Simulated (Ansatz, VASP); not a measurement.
## FeNi3: VASP beside Ansatz

The input INCAR:

```
PREC = Accurate
ENCUT = 520
EDIFF = 1E-6
ISMEAR = 0
SIGMA = 0.05
LREAL = F
LASPH = T
NELM = 150
ALGO = Normal
ISIF = 2
LWAVE = F
LCHARG = F
ISPIN = 2
MAGMOM = 3.01 0.73 0.73 0.73
LORBIT = 11
LMAXMIX = 4
NBANDS = 31
```

File KPOINTS:

```
Automatic mesh
0
Gamma
  12 12 12
```

POSCAR

```
FeNi3
1.0
    3.4484818919      0.0000000000      0.0000000000
    0.0000000000      3.4484818919      0.0000000000
    0.0000000000      0.0000000000      3.4484818919
Fe Ni
1 3
Direct
    0.0000000000      0.0000000000      0.0000000000
    0.0000000000      0.5000000000      0.5000000000
    0.5000000000      0.0000000000      0.5000000000
    0.5000000000      0.5000000000      0.0000000000
```

Input for Ansatz:

```yaml
crystal:
  lattice:
    - [3.4484818919, 0.0, 0.0]
    - [0.0, 3.4484818919, 0.0]
    - [0.0, 0.0, 3.4484818919]
  atoms:
    - { symbol: Fe, position: [0.0, 0.0, 0.0], spin: 3.01 }
    - { symbol: Ni, position: [0.0, 0.5, 0.5], spin: 0.73 }
    - { symbol: Ni, position: [0.5, 0.0, 0.5], spin: 0.73 }
    - { symbol: Ni, position: [0.5, 0.5, 0.0], spin: 0.73 }
basis:
  ecutwfc: 420
  ecutrho_ratio: 4
kpoints:
  mp_grid: { grid: [12, 12, 12] }
  band_path:
    path:
      - [[0.0, 0.0, 0.0], [0.0, 0.5, 0.0], [0.5, 0.5, 0.0], [0.0, 0.0, 0.0], [0.5, 0.5, 0.5], [0.0, 0.5, 0.0]]
      - [[0.5, 0.5, 0.5], [0.5, 0.5, 0.0]]
    npoints: 14
hamiltonian:
  xc: lda
scf:
  occupations: { method: gaussian, width: 0.05 }
  lower_state_search: "off"
  n_extra_bands: 26
output:
  forces: true
  stress: true
  eigenvalues: true
  populations: true
  dos: { projected: true, de: 0.02, nscf_kmesh: { grid: [18, 18, 18] } }
  bader: true
magnetization:
  spin_polarized: true
checkpoint:
  read: start.run
  write: ck
  compress: false
  write_wavefunctions: false
  write_every: 100000
```

Alike in both runs: task single point; functional LDA; k mesh 12 × 12 × 12; occupations gaussian, width 0.05 eV; collinear spin.

|  | VASP | Ansatz |
| --- | --- | --- |
| version | VASP 6.6.1 | Ansatz 0.2.0 |
| potentials or method | VASP PAW LDA potentials, release 64 (Fe, Ni), cutoff 520 eV | scalar-relativistic, plane waves, PAW |
| valence electrons in the cell | 38 | 70 |

|  | VASP | Ansatz | Ansatz less VASP |
| --- | --- | --- | --- |
| gap on the k mesh at the Fermi level (eV) | none | none | - |
| pressure (GPa) | -0.5 | -0.1 | +0.44 |
| net moment per atom (μB) | 1.15 | 1.17 | +0.019 |
| size of the moment on the site where the two differ most (μB) | 0.61 | 0.67 | +0.052 |

LDA's correlation is that of Perdew and Zunger in VASP and of Perdew and Wang (1992) in Ansatz. Site moments also hang on the region over which each program counts them. A gap of «none» marks a metal or a gap that the smearing closes. VASP's potentials hold 38 valence electrons a cell and Ansatz's 70, so a difference there can come from the potentials and not from the codes. Ansatz's warnings: stability check not made.
